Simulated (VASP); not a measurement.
Crystal: Bi2H3.

```
Bi H
1.0
     4.63643    0.00000    0.00000
     0.00000    4.63643    0.00000
     0.00000    0.00000    4.63643
Bi H
2 3
Direct
  0.50000 0.50000 0.50000
  0.00000 0.00000 0.00000
  0.00000 0.50000 0.50000
  0.50000 0.00000 0.50000
  0.50000 0.50000 0.00000
```

```yaml
Program: VASP 6.6.1
Task: relaxation of cell and atoms
Functional: PBE
Potentials_or_basis: VASP PAW PBE potentials, release 64 (Bi_d, H)
Cutoff: 600 eV
k_mesh: 4 × 4 × 4
Occupations: gaussian, width 0.1 eV
Spin: no spin polarisation
```

At the start: pressure -6.9 GPa; volume 19.93 Å³/atom.

Task: Where does the relaxation end?

Result: Over 4 steps the energy falls by 101.3 meV/atom and the volume is 15.98 Å³/atom (-19.8 %); space group Pm-3m (No. 221, to 0.05 Å).

Step by step:
```tsv
step	energy change (eV)	largest force (eV/Å)	pressure (GPa)	volume (Å³)
1	0.0000	0.0000	-6.86	99.67
2	-0.4066	0.0000	-3.77	87.86
3	-0.5043	0.0000	-0.67	81.18
4	-0.5067	0.0000	0.12	79.91
```

Final structure:
```
Bi H
1.0
     4.30729    0.00000    0.00000
     0.00000    4.30729    0.00000
     0.00000    0.00000    4.30729
Bi H
2 3
Direct
  0.50000 0.50000 0.50000
  0.00000 0.00000 0.00000
  0.00000 0.50000 0.50000
  0.50000 0.00000 0.50000
  0.50000 0.50000 0.00000
```

Caveat: the volume moved by over 15 % at a fixed basis, so the end points are rough.
